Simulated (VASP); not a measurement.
A run of VASP 6.6.1:

Contents of INCAR:

```
PREC     = Accurate       # precision mode
ENCUT    = 500            # plane-wave cutoff, eV
EDIFF    = 1E-6           # SCF threshold, eV
ISMEAR   = 0              # smearing method
SIGMA    = 0.02           # smearing width, eV
LREAL    = False          # projectors in reciprocal space
LASPH    = True           # aspherical terms in the spheres
NELM     = 120            # most SCF steps
ALGO     = Normal         # electronic algorithm
ISIF     = 2              # what is computed and relaxed
LWAVE    = False          # write WAVECAR
LCHARG   = False          # write CHGCAR
GGA      = PS             # functional
NBANDS   = 11             # bands
GGA_COMPAT= False
```

File KPOINTS:

```
regular mesh
0
Gamma
  8 8 8
```

POSCAR

```
AlP
1.0
    0.0000000000      2.7693782332      2.7693782332
    2.7693782332      0.0000000000      2.7693782332
    2.7693782332      2.7693782332      0.0000000000
Al P
1 1
Direct
    0.0000000000      0.0000000000      0.0000000000
    0.7500000000      0.7500000000      0.7500000000
```

Potentials or basis: VASP PAW PBE potentials, release 64 (Al, P).

Command:

```bash
$ cat potpaw_PBE.64/Al/POTCAR potpaw_PBE.64/P/POTCAR > POTCAR
$ mpirun -np 1 vasp_std > vasp.out
```

Hardware: 1 thread of Intel(R) Xeon(R) 6975P-C (Granite Rapids), on a shared host.

Task: Estimate the wall time of this run.

Result: It took 8.8 s on 1 thread of Intel(R) Xeon(R) 6975P-C (Granite Rapids), on a shared host, peak memory 0.15 GiB. Counts: scf iterations 12, k points 29.
